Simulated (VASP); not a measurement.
Here is a VASP 6.6.1 calculation.

Contents of INCAR:

```
SYSTEM = NaCl
  PREC = Accurate
  ENCUT = 520
  EDIFF = 1E-6
  ISMEAR = -1
  SIGMA = 0.02
  LREAL = .False.
  LASPH = .True.
  NELM = 80
  ALGO = Normal
  ISIF = 2
  LWAVE = .False.
  LCHARG = .True.
  GGA = PE
  LELF = .True.
  LVHAR = .True.
  NBANDS = 14
```

Contents of KPOINTS:

```
Automatic mesh
0
Gamma
  8 8 8
  0 0 0
```

File POSCAR:

```
NaCl
1.0
   -0.0401720166      2.7625268138      2.7625268138
    2.7625268138     -0.0401720166      2.7625268138
    2.7625268138      2.7625268138     -0.0401720166
Na Cl
1 1
Direct
    0.0000000000      0.0000000000      0.0000000000
    0.5000000000      0.5000000000      0.5000000000
```

Potentials or basis: VASP PAW PBE potentials, release 64 (Na_pv, Cl).

Command:

```bash
$ cat potpaw_PBE.64/Na_pv/POTCAR potpaw_PBE.64/Cl/POTCAR > POTCAR
$ mpirun -np 1 vasp_std > vasp.out
```

(1) What does it give for the pressure?

(2) Predict the band gap on the k mesh.

## Answers

(1) 1.9 GPa.

(2) 5.21 eV.

Caveat: the cell differs from its parent crystal (strain along [111] -2.1%).
